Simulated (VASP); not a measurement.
Wanted: the native input for a VASP 6.6.1 run.

```
Task                   : single point
Functional             : PBE
Potentials or basis    : VASP PAW PBE potentials, release 64 (Li_sv, F)
Cutoff                 : 520 eV
k mesh                 : 10 × 10 × 10
Occupations            : gaussian, width 0.02 eV
Spin                   : no spin polarisation
Dipole correction      : no
Further INCAR settings : ALGO = Normal; EDIFF = 1e-07; NBANDS = 12
```

The structure of LiF lies in POSCAR:

```
LiF
1.0
    0.0000000000      2.0734172748      2.0734172748
    2.0734172748      0.0000000000      2.0734172748
    2.0734172748      2.0734172748      0.0000000000
Li F
1 1
Direct
    0.0000000000      0.0000000000      0.0000000000
    0.5000000000      0.5000000000      0.5000000000
```

This cell differs from its parent crystal: volume scaled by 1.06.

One way to write it, as run:

INCAR

```
SYSTEM = LiF
  PREC = Accurate
  ENCUT = 520
  EDIFF = 1E-7
  ISMEAR = 0
  SIGMA = 0.02
  LREAL = .FALSE.
  LASPH = .TRUE.
  NELM = 100
  ALGO = Normal
  ISIF = 2
  LWAVE = .FALSE.
  LCHARG = .FALSE.
  GGA = PE
  NBANDS = 12
```

KPOINTS

```
Automatic mesh
0
G
  10 10 10
  0 0 0
```

Potentials or basis: VASP PAW PBE potentials, release 64 (Li_sv, F).

The run is started by

```bash
$ cat potpaw_PBE.64/Li_sv/POTCAR potpaw_PBE.64/F/POTCAR > POTCAR
$ mpirun -np 1 vasp_std > vasp.out
```

It gave:

```
Band gap on the k mesh : 8.35 eV, direct
```

Wall time 8.5 s on 1 thread of Intel(R) Xeon(R) 6975P-C (Granite Rapids), with other jobs on the host, peak memory 0.13 GiB.
